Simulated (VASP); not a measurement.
# SnTe (Fm-3m) in VASP: further runs

SnTe is run at these levels: PBE; tasks: single point.

Everything below comes from runs of VASP 6.6.1. Logs are shortened: lines on timing, memory, paths and dates and some standing lists are left out, and cuts for length are marked.

**1. The cell of the first run**

The structure is cubic, space group Fm-3m (No. 225). Conventional cell: a = 6.311 Å, b = 6.311 Å, c = 6.311 Å, α = 90.00°, β = 90.00°, γ = 90.00°. Within 4.2 Å of Te (site symmetry m-3m) lie 6 Sn at 3.16 Å. Within 4.2 Å of Sn (site symmetry m-3m) lie 6 Te at 3.16 Å.

**2. Single point, PBE**

INCAR reads:

```
SYSTEM = SnTe
PREC     = Accurate       ! precision mode
ENCUT    = 520            ! plane-wave cutoff, eV
EDIFF    = 1E-7           ! SCF threshold, eV
ISMEAR   = -1             ! smearing method
SIGMA    = 0.05           ! smearing width, eV
LREAL    = .False.        ! projectors in reciprocal space
LASPH    = .True.         ! aspherical terms in the spheres
NELM     = 100            ! most SCF steps
ALGO     = Normal         ! electronic algorithm
ISIF     = 2              ! what is computed and relaxed
LWAVE    = .False.        ! write WAVECAR
LCHARG   = .True.         ! write CHGCAR
GGA      = PE             ! functional
LELF     = .True.         ! ELF
LVHAR    = .True.       
NBANDS   = 17             ! bands
```

KPOINTS reads:

```
Automatic mesh
0
Gamma
  7 7 7
  0 0 0
```

POSCAR reads:

```
SnTe
1.0
    0.0000000000      3.1557203927      3.1557203927
    3.1557203927      0.0000000000      3.1557203927
    3.1557203927      3.1557203927      0.0000000000
Te Sn
1 1
Direct
    0.5000000000      0.5000000000      0.5000000000
    0.0000000000      0.0000000000      0.0000000000
```

Potentials or basis: VASP PAW PBE potentials, release 64 (Te, Sn_d).

Command:

```console
> cat potpaw_PBE.64/Te/POTCAR potpaw_PBE.64/Sn_d/POTCAR > POTCAR
> mpirun -np 1 vasp_std > vasp.out
```

OUTCAR:

```text
SYSTEM = SnTe
   PREC = Accurate
   ENCUT = 520
   EDIFF = 1E-7
   ISMEAR = -1
   LREAL = .False.
   LASPH = .True.
   NELM = 100
   ISIF = 2
   GGA = PE

 ion  position               nearest neighbor table
   1  0.500  0.500  0.500-   2 3.16   2 3.16   2 3.16   2 3.16   2 3.16   2 3.16
   2  0.000  0.000  0.000-   1 3.16   1 3.16   1 3.16   1 3.16   1 3.16   1 3.16

  LATTYP: Found a face centered cubic cell.
 ALAT       =     6.3114407854

  Lattice vectors:

 A1 = (   0.0000000000,   3.1557203927,   3.1557203927)
 A2 = (   3.1557203927,   0.0000000000,   3.1557203927)
 A3 = (   3.1557203927,   3.1557203927,   0.0000000000)

Analysis of symmetry for initial positions (statically):
[... 33 lines left out ...]
                                     Primitive cell

  volume of cell :      62.8529

  direct lattice vectors                    reciprocal lattice vectors
     0.000000000  3.155720393  3.155720393    -0.158442428  0.158442428  0.158442428
     3.155720393  0.000000000  3.155720393     0.158442428 -0.158442428  0.158442428
     3.155720393  3.155720393  0.000000000     0.158442428  0.158442428 -0.158442428

  length of vectors
     4.462862578  4.462862578  4.462862578     0.274430335  0.274430335  0.274430335

  position of ions in fractional coordinates (direct lattice)
     0.500000000  0.500000000  0.500000000
     0.000000000  0.000000000  0.000000000

  ion indices of the primitive-cell ions
   primitive index   ion index
                 1           1
                 2           2

----------------------------------------------------------------------------------------

 KPOINTS: Automatic mesh

Automatic generation of k-mesh.
 Grid dimensions read from file:
 generate k-points for:    7    7    7

 Generating k-lattice:

  Cartesian coordinates                     Fractional coordinates (reciprocal lattice)
    -0.022634633  0.022634633  0.022634633     0.142857143  0.000000000  0.000000000
     0.022634633 -0.022634633  0.022634633     0.000000000  0.142857143  0.000000000
     0.022634633  0.022634633 -0.022634633     0.000000000  0.000000000  0.142857143

  Length of vectors
     0.039204334  0.039204334  0.039204334

  Shift w.r.t. Gamma in fractional coordinates (k-lattice)
     0.000000000  0.000000000  0.000000000

 Subroutine IBZKPT returns following result:
 ===========================================

 Found     20 irreducible k-points:

 Following reciprocal coordinates:
            Coordinates               Weight
  0.000000  0.000000  0.000000      1.000000
  0.142857  0.000000  0.000000      8.000000
  0.285714  0.000000  0.000000      8.000000
  0.428571  0.000000  0.000000      8.000000
  0.142857  0.142857  0.000000      6.000000
  0.285714  0.142857  0.000000     24.000000
[... 12 lines left out ...]
 -0.428571  0.428571  0.142857     24.000000
 -0.285714  0.428571  0.142857     24.000000
   k-points           NKPTS =     20   k-points in BZ     NKDIM =     20   number of bands    NBANDS=     17
   number of dos      NEDOS =    301   number of ions     NIONS =      2
   total plane-waves  NPLWV =  46656
   dimension x,y,z NGX =    36 NGY =   36 NGZ =   36
   dimension x,y,z NGXF=    72 NGYF=   72 NGZF=   72
   ions per type =               1   1
   NGX,Y,Z   is equivalent  to a cutoff of  13.41, 13.41, 13.41 a.u.
   NGXF,Y,Z  is equivalent  to a cutoff of  26.82, 26.82, 26.82 a.u.
 SYSTEM =  SnTe
   PREC   = accura    normal or accurate (medium, high low for compatibility)
   ISTART =      0    job   : 0-new  1-cont  2-samecut
   ICHARG =      2    charge: 1-file 2-atom 10-const
   ISPIN  =      1    spin polarized calculation?
   LNONCOLLINEAR =      F non collinear calculations
   LSORBIT =      F    spin-orbit coupling
   LASPH  =      T    aspherical Exc in radial PAW
   ENCUT  =  520.0 eV  38.22 Ry    6.18 a.u.   8.30  8.30  8.30*2*pi/ulx,y,z
   NELM   =    100;   NELMIN=  2; NELMDL= -5     # of ELM steps
   EDIFF  = 0.1E-06   stopping-criterion for ELM
   LREAL  =      F    real-space projection
   EDIFFG = 0.1E-05   stopping-criterion for IOM
   NSW    =      0    number of steps for IOM
   IBRION =     -1    ionic relax: 0-MD 1-quasi-New 2-CG
   NFREE  =      0    steps in history (QN), initial steepest desc. (CG)
   ISIF   =      2    stress and relaxation
   ISYM   =      2    0-nonsym 1-usesym 2-fastsym
   POTIM  = 0.5000    time-step for ionic-motion
   TEBEG  =    0.0;   TEEND  =   0.0 temperature during run
   PSTRESS=    0.0 pullay stress
   NELECT =      20.0000    total number of electrons
   NUPDOWN=      -1.0000    fix difference up-down
   EMIN   =  10.00;   EMAX   =-10.00  energy-range for DOS
   EFERMI =   0.00;   METHOD = LEGACY
   ISMEAR =    -1;   SIGMA  =   0.05  broadening in eV -4-tet -1-fermi 0-gaus
   EFERMI_NEDOS =   21; number of points for ismear=-14 and -15
   IALGO  =     38    algorithm
   IMIX   =      4    mixing-type and parameters
     AMIX     =   0.40;   BMIX     =  1.00
     AMIX_MAG =   1.60;   BMIX_MAG =  1.00
  volume/ion in A,a.u.               =      31.43       212.08
  Fermi-wavevector in a.u.,A,eV,Ry     =   1.117660  2.112071 16.995902  1.249164
  Thomas-Fermi vector in A             =   2.254284
   LORBIT       =      0    0 simple, 1 ext, 2 COOP (PROOUT), +10 PAW based schemes
   GGA     = PE    functional components
   LHFCALC =     F    Hartree Fock is set to
   AEXX    =    0.0000 exact exchange contribution
   IVDW    =     0    specifies the selected vdW correction
   LEPSILON=     F    determine dielectric tensor
   LRPA    =     F    only Hartree local field effects (RPA)
 non-spin polarized calculation
  energy-cutoff  :      520.00
  volume of cell :       62.85
 maximum number of plane-waves:      1716
 NGX is ok and might be reduce to    36
   NGX = 17   NGY = 17   NGZ = 17

 number of electron      19.9999999 magnetization

 Free energy of the ion-electron system (eV)
  ---------------------------------------------------
  ext. energy  EPLUGINS =         0.00000000
  ---------------------------------------------------
  free energy    TOTEN  =        -7.55115136 eV

  energy without entropy =       -7.55108050  energy(sigma->0) =       -7.55111593

 E-fermi :   6.9698     XC(G=0):  -9.4759

 val. band max:        6.6522114378   @ k =   0.4286   0.0000   0.0000
 cond. band min:       7.3129036060   @ k =   0.4286   0.0000   0.0000
 fundamental gap:      0.6606921682
 Fermi energy:         6.9698103496

 k-point     1 :       0.0000    0.0000    0.0000
  band No.  band energies     occupation
      1     -15.0016      2.00000
      2     -15.0016      2.00000
      3     -14.9959      2.00000
      4     -14.9959      2.00000
      5     -14.9959      2.00000
      6      -5.8747      2.00000
[... 9 lines left out ...]
     16      11.6566      0.00000
     17      13.7365      0.00000

 k-point     2 :       0.1429    0.0000    0.0000
  band No.  band energies     occupation
      1     -15.0024      2.00000
      2     -15.0024      2.00000
      3     -14.9956      2.00000
      4     -14.9948      2.00000
      5     -14.9948      2.00000
      6      -5.7049      2.00000
[... 9 lines left out ...]
     16      12.0707      0.00000
     17      14.9546      0.00000

 k-point     3 :       0.2857    0.0000    0.0000
  band No.  band energies     occupation
      1     -15.0045      2.00000
      2     -15.0045      2.00000
      3     -14.9949      2.00000
      4     -14.9918      2.00000
      5     -14.9918      2.00000
      6      -5.2401      2.00000
[... 9 lines left out ...]
     16      13.2087      0.00000
     17      17.3319      0.00000

 k-point     4 :       0.4286    0.0000    0.0000
  band No.  band energies     occupation
      1     -15.0064      2.00000
      2     -15.0064      2.00000
      3     -14.9944      2.00000
      4     -14.9893      2.00000
      5     -14.9893      2.00000
      6      -4.7081      2.00000
[... 9 lines left out ...]
     16      14.9434      0.00000
     17      16.4290      0.00000

 k-point     5 :       0.1429    0.1429    0.0000
  band No.  band energies     occupation
      1     -15.0044      2.00000
      2     -15.0007      2.00000
      3     -14.9966      2.00000
      4     -14.9940      2.00000
      5     -14.9940      2.00000
      6      -5.6491      2.00000
[... 9 lines left out ...]
     16      12.7429      0.00000
     17      13.9796      0.00000

 k-point     6 :       0.2857    0.1429    0.0000
  band No.  band energies     occupation
      1     -15.0071      2.00000
      2     -15.0013      2.00000
      3     -14.9963      2.00000
      4     -14.9919      2.00000
      5     -14.9912      2.00000
      6      -5.2838      2.00000
[... 9 lines left out ...]
     16      13.9060      0.00000
     17      15.4306      0.00000
[... 201 lines left out ...]
 k-point    17 :       0.4286    0.2857    0.1429
  band No.  band energies     occupation
      1     -15.0096      2.00000
      2     -15.0017      2.00000
      3     -14.9960      2.00000
      4     -14.9897      2.00000
      5     -14.9896      2.00000
      6      -4.8815      2.00000
[... 9 lines left out ...]
     16      15.2392      0.00000
     17      16.0597      0.00000

 k-point    18 :      -0.4286    0.2857    0.1429
  band No.  band energies     occupation
      1     -15.0105      2.00000
      2     -15.0032      2.00000
      3     -14.9937      2.00000
      4     -14.9906      2.00000
      5     -14.9876      2.00000
      6      -4.4574      2.00000
[... 9 lines left out ...]
     16      15.6802      0.00000
     17      16.8825      0.00000

 k-point    19 :      -0.4286    0.4286    0.1429
  band No.  band energies     occupation
      1     -15.0149      2.00000
      2     -14.9998      2.00000
      3     -14.9968      2.00000
      4     -14.9882      2.00000
      5     -14.9858      2.00000
      6      -4.3428      2.00000
[... 9 lines left out ...]
     16      16.4994      0.00000
     17      17.4548      0.00000

 k-point    20 :      -0.2857    0.4286    0.1429
  band No.  band energies     occupation
      1     -15.0129      2.00000
      2     -15.0018      2.00000
      3     -14.9938      2.00000
      4     -14.9910      2.00000
      5     -14.9858      2.00000
      6      -4.2552      2.00000
[... 9 lines left out ...]
     16      16.6880      0.00000
     17      17.3028      0.00000

------------------------ aborting loop because EDIFF is reached ----------------------------------------

  FORCE on cell =-STRESS in cart. coord.  units (eV):
  Direction    XX          YY          ZZ          XY          YZ          ZX
  --------------------------------------------------------------------------------------
  -------------------------------------------------------------------------------------
  Total        0.7596753      0.7596753      0.7596753      0.0000000     -0.0000000      0.0000000
  in kB       19.3648019     19.3648019     19.3648019      0.0000000     -0.0000000      0.0000000
  external PRESSURE =      19.3648019 kB  Pullay stress =       0.0000000 kB

 VOLUME and BASIS-vectors are now :
 -----------------------------------------------------------------------------
  energy-cutoff  :      520.00
  volume of cell :       62.85
      direct lattice vectors                 reciprocal lattice vectors
     0.000000000  3.155720393  3.155720393    -0.158442428  0.158442428  0.158442428
     3.155720393  0.000000000  3.155720393     0.158442428 -0.158442428  0.158442428
     3.155720393  3.155720393  0.000000000     0.158442428  0.158442428 -0.158442428

 POSITION                                       TOTAL-FORCE (eV/Angst)
 -----------------------------------------------------------------------------------
      3.15572      3.15572      3.15572        -0.000000     -0.000000      0.000000
      0.00000      0.00000      0.00000         0.000000      0.000000     -0.000000
 -----------------------------------------------------------------------------------
    total drift:                               -0.000000      0.000000      0.000000

  FREE ENERGIE OF THE ION-ELECTRON SYSTEM (eV)
  ---------------------------------------------------
  free  energy   TOTEN  =        -7.5511513580 eV

  energy  without entropy=       -7.5510805016  energy(sigma->0) =       -7.55111593
```

Run time: 55 s. Hardware: 1 thread of Intel Xeon 8259CL, shared host; peak memory 0.2 GiB.

What came out:

```
Free energy : -7.5512 eV
Pressure    : 1.9 GPa
```

Levels at points of the mesh, in eV from the Fermi level:
```tsv
k point	band 6	band 7	band 8	band 9	band 10	band 11	band 12	band 13	band 14	band 15
(0.00, 0.00, 0.00)	-12.84	-4.77	-2.21	-2.21	-2.21	3.27	3.27	3.27	4.69	4.69
```

Caveat: this odd mesh misses L, where the gap lies, so gap, dielectric constants and Born charges aren't listed; spin-orbit coupling is left out, which moves the levels of the heavy elements.

**3. Single point, PBE**

This run uses another cell than the first one, of 32.87 Å³/atom, 1.046 times its volume.

INCAR reads:

```
SYSTEM = SnTe
PREC = Accurate
ENCUT = 520
EDIFF = 1E-7
ISMEAR = -1
SIGMA = 0.05
LREAL = .False.
LASPH = .True.
NELM = 100
ALGO = Normal
ISIF = 2
LWAVE = .False.
LCHARG = .False.
GGA = PE
NBANDS = 17
```

KPOINTS reads:

```
regular mesh
0
Gamma
  7 7 7
  0 0 0
```

POSCAR reads:

```
SnTe
1.0
    0.0000000000      3.2034278115      3.2034278115
    3.2034278115      0.0000000000      3.2034278115
    3.2034278115      3.2034278115      0.0000000000
Te Sn
1 1
Direct
    0.5000000000      0.5000000000      0.5000000000
    0.0000000000      0.0000000000      0.0000000000
```

Potentials or basis: VASP PAW PBE potentials, release 64 (Te, Sn_d).

Command:

```console
> cat potpaw_PBE.64/Te/POTCAR potpaw_PBE.64/Sn_d/POTCAR > POTCAR
> mpirun -np 1 vasp_std > vasp.out
```

Wall time 60 s (1 thread of Intel Xeon 8259CL, shared host); peak memory 0.21 GiB.

It converged, with:

```yaml
Free_energy: -7.5686 eV
Pressure: 0.0 GPa
```

Levels at points of the mesh, in eV from the Fermi level:
| k point | band 8 | band 9 | band 10 | band 11 | band 12 | band 13 |
| --- | --- | --- | --- | --- | --- | --- |
| (0.00, 0.00, 0.00) | -2.06 | -2.06 | -2.06 | 3.20 | 3.20 | 3.20 |

Caveat: this odd mesh misses L, where the gap lies, so gap, dielectric constants and Born charges aren't listed; spin-orbit coupling is left out, which moves the levels of the heavy elements.
